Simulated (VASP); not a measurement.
Set up this calculation in VASP 6.6.1, as the native input.

```
Task                   : relaxation of cell and atoms
Functional             : PBE
Potentials or basis    : VASP PAW PBE potentials, release 64 (Rb_sv, Ir)
Cutoff                 : 600 eV
k mesh                 : 8 × 8 × 8
Occupations            : gaussian, width 0.1 eV
Spin                   : no spin polarisation
Dipole correction      : no
Further INCAR settings : ALGO = Fast; EDIFF = 1e-06; IBRION = 2; EDIFFG = -0.01; NSW = 100; ISIF = 3
```

The structure of Rb2Ir lies in POSCAR:

```
Rb2Ir
1.0
    0.0000000000      4.5840941943      4.5840941943
    4.5840941943      0.0000000000      4.5840941943
    4.5840941943      4.5840941943      0.0000000000
Rb Ir
4 2
Direct
    0.6250000000      0.6250000000      0.6250000000
    0.1250000000      0.6250000000      0.6250000000
    0.6250000000      0.6250000000      0.1250000000
    0.6250000000      0.1250000000      0.6250000000
    0.0000000000      0.0000000000      0.0000000000
    0.2500000000      0.2500000000      0.2500000000
```

The input as run:

INCAR

```
SYSTEM = Rb2Ir
PREC = Accurate
ENCUT = 600
EDIFF = 1E-6
ISMEAR = 0
SIGMA = 0.1
LREAL = .FALSE.
LASPH = .TRUE.
NELM = 80
ALGO = Fast
ISIF = 3
LWAVE = .FALSE.
LCHARG = .FALSE.
GGA = PE
IBRION = 2
NSW = 100
EDIFFG = -0.01
```

KPOINTS

```
regular mesh
0
G
  8 8 8
  0 0 0
```

Potentials or basis: VASP PAW PBE potentials, release 64 (Rb_sv, Ir).

Run with:

```sh
$ cat potpaw_PBE.64/Rb_sv/POTCAR potpaw_PBE.64/Ir/POTCAR > POTCAR
$ mpirun -np 1 vasp_std > vasp.out
```

It gave:

```yaml
Relaxed_volume: 32.57 Å³/atom
Relaxed_cell: a = 6.513 Å, b = 6.513 Å, c = 6.513 Å, α = 60.00°, β = 60.00°, γ = 60.00°
Space_group_after_relaxing_to_0.05_Å: Fd-3m (No. 227)
Energy_gained_by_relaxing: 0.4 meV/atom
Ionic_steps: 3
Pressure_after_relaxing: 0.0 GPa
Band_gap_on_the_k_mesh: zero (band 27 reaches 2.35 eV, above the bottom of band 28 at 2.25 eV)
```

Caveat: spin-orbit coupling is left out, which moves the levels of the heavy elements.

Run time: 31 min on 1 thread of Oxide Virtual Turin-like Processor, on a shared host, peak memory 0.48 GiB.
